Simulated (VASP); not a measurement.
Set up this calculation in VASP 6.6.1, as the native input.

| Property | Result |
| --- | --- |
| Task | single point |
| Functional | LDA |
| Potentials or basis | VASP PAW LDA potentials, release 64 (Ru_pv) |
| Cutoff | 520 eV |
| k mesh | 14 × 9 × 1 |
| Occupations | fermi-dirac, width 0.1 eV |
| Spin | no spin polarisation |
| Dipole correction | yes |
| Further INCAR settings | ALGO = Normal; EDIFF = 1e-06; NBANDS = 21 |

The structure of Ru lies in POSCAR:

```
Ru
1.0
    2.6752164047      0.0000000000      0.0000000000
    0.0000000000      4.2244496840      0.0000000000
    0.0000000000      0.0000000000     16.7723000000
Ru
2
Direct
    0.7500000000      0.7500000000      0.4792955146
    0.2500000000      0.2500000000      0.5207044854
```

These files were run (other wordings do the same):

INCAR

```
PREC = Accurate ; ENCUT = 520
EDIFF = 1E-6 ; ISMEAR = -1
SIGMA = 0.1 ; LREAL = False
LASPH = True ; NELM = 100
ALGO = Normal ; ISIF = 2
LWAVE = False ; LCHARG = True
LDIPOL = True ; IDIPOL = 3
DIPOL = 0.5 0.5 0.500 ; LELF = True
LVHAR = True ; LVACPOTAV = True
NBANDS = 21
```

KPOINTS

```
Automatic mesh
0
Gamma
  14 9 1
```

Potentials or basis: VASP PAW LDA potentials, release 64 (Ru_pv).

The run is started by

```console
$ cat potpaw_LDA.64/Ru_pv/POTCAR > POTCAR
$ mpirun -np 1 vasp_std > vasp.out
```

Results of the run:

| Property | Result |
| --- | --- |
| Largest force | 0.018 eV/Å |
| Band gap on the k mesh | zero (band 14 reaches -2.87 eV, above the bottom of band 15 at -3.42 eV) |

Run time: 2.6 min on 1 thread of Intel(R) Xeon(R) Platinum 8124M CPU @ 3.00GHz (Skylake/Cascade Lake) (shared host), peak memory 0.29 GiB.
